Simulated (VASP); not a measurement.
Write the native input for VASP 6.6.1 that does the following.

| Quantity | Value |
| --- | --- |
| Task | single point |
| Functional | PBE |
| Potentials or basis | VASP PAW PBE potentials, release 64 (Ga_d, B, Sb) |
| Cutoff | 520 eV |
| k mesh | 6 × 6 × 10 |
| Occupations | gaussian, width 0.1 eV |
| Spin | no spin polarisation |
| Dipole correction | no |
| Further INCAR settings | ALGO = Normal; EDIFF = 1e-07; NBANDS = 31 |

The structure of Ga2BSb3 lies in POSCAR:

```
Ga2BSb3
1.0
    6.2326071880      0.0000000000      0.0000000000
   -3.1163035940      5.3975961566      0.0000000000
    0.0000000000      0.0000000000      4.8688532894
Ga B Sb
2 1 3
Direct
    0.3333333333      0.6666666667      0.5000000000
    0.6666666667      0.3333333333      0.5000000000
    0.0000000000      0.0000000000      0.5000000000
    0.0000000000      0.5000000000      0.0000000000
    0.5000000000      0.0000000000      0.0000000000
    0.5000000000      0.5000000000      0.0000000000
```

The cell was generated, and may not be a known phase.

The input as run:

INCAR

```
SYSTEM = Ga2BSb3
PREC = Accurate
ENCUT = 520
EDIFF = 1E-7
ISMEAR = 0
SIGMA = 0.1
LREAL = .False.
LASPH = .True.
NELM = 60
ALGO = Normal
ISIF = 2
LWAVE = .False.
LCHARG = .True.
GGA = PE
LELF = .True.
LVHAR = .True.
NBANDS = 31
```

KPOINTS

```
Automatic mesh
0
Gamma
  6 6 10
  0 0 0
```

Potentials or basis: VASP PAW PBE potentials, release 64 (Ga_d, B, Sb).

Run with:

```bash
$ cat potpaw_PBE.64/Ga_d/POTCAR potpaw_PBE.64/B/POTCAR potpaw_PBE.64/Sb/POTCAR > POTCAR
$ mpirun -np 1 vasp_std > vasp.out
```

Results of the run:

| Property | Result |
| --- | --- |
| Pressure | 0.0 GPa |
| Band gap on the k mesh | zero (bands 22 and 23 overlap by 1.04 eV) |

Caveat: spin-orbit coupling is left out, which moves the levels of the heavy elements.

It took 92 s on 1 thread of Intel(R) Xeon(R) 6975P-C (Granite Rapids) (shared host), peak memory 0.39 GiB.
